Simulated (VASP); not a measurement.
KCl (Sylvite):

```xyz
2
Lattice="0.0000 3.1879 3.1879 3.1879 0.0000 3.1879 3.1879 3.1879 0.0000" Properties=species:S:1:pos:R:3 pbc="T T T"
K     0.0000    0.0000    0.0000
Cl    3.1879    3.1879    3.1879
```

Program: VASP 6.6.1. Alike in all runs: task single point; no spin polarisation; cell as given; cutoff (eV) 520; smearing fermi-dirac 0.05 eV.

Task: Order these runs on this cell by their band gap on the k mesh, lowest first.
A. level PBE0; potentials or basis VASP PAW PBE potentials, release 64 (K_sv, Cl); k mesh 4 × 4 × 4; grid for exact exchange (PRECFOCK) Normal
B. level PBEsol; potentials or basis VASP PAW PBE potentials, release 64 (K_sv, Cl); k mesh 7 × 7 × 7
C. level HSE06; potentials or basis VASP PAW PBE potentials, release 64 (K_sv, Cl); k mesh 4 × 4 × 4; grid for exact exchange (PRECFOCK) Normal; screening parameter 0.2079 1/Å
D. level r2SCAN; potentials or basis VASP PAW PBE potentials, release 64 (K_sv, Cl); k mesh 7 × 7 × 7
E. level LDA; potentials or basis VASP PAW LDA potentials, release 64 (K_sv, Cl); k mesh 7 × 7 × 7

Result: E (4.62 eV), B (4.90 eV), D (5.69 eV), C (6.35 eV), A (7.11 eV).

Caveats: some runs use coarse meshes.

A k mesh can miss the band edges, odd and even meshes differently.
